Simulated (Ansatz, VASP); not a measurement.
# One calculation of ZrAl3B3N, two programs

```
CELL_PARAMETERS angstrom
2.96067 0.00000 0.00000
0.00000 3.31324 0.00000
0.00000 0.00000 8.84108
ATOMIC_POSITIONS crystal
Zr 0.00000 0.00000 0.83612
Al 0.50000 0.00000 0.15899
Al 0.00000 0.50000 0.35005
Al 0.50000 0.50000 0.62510
B 0.00000 0.50000 0.09242
B 0.00000 0.00000 0.52016
B 0.50000 0.00000 0.41499
N 0.50000 0.50000 0.00216
```

Alike in both runs: functional PBE; k mesh 4 × 4 × 2; occupations gaussian, width 0.15 eV; no spin polarisation.

Ansatz relaxed the structure, and its values are those at the end. VASP's run is a single point on that final structure, the one shown.

```csv
,VASP,Ansatz
version,VASP 6.6.1,Ansatz 0.2.0
potentials or method,"VASP PAW PBE potentials, release 64 (Zr_sv, Al, B, N), cutoff 520 eV","scalar-relativistic, plane waves, PAW"
valence electrons in the cell,35,35
```

```csv
,VASP,Ansatz,Ansatz less VASP
gap on the k mesh at the Fermi level (eV),none,none,-
pressure (GPa),-0.1,0.0,+0.03
rms of the force components (eV/Å),0.007,0.007,+0.0001
```

A gap of «none» marks a metal or a gap that the smearing closes. With one functional, cell and mesh, what is left measures potentials, basis and numerics.

The k mesh is coarse, so the values compare programs but aren't converged.
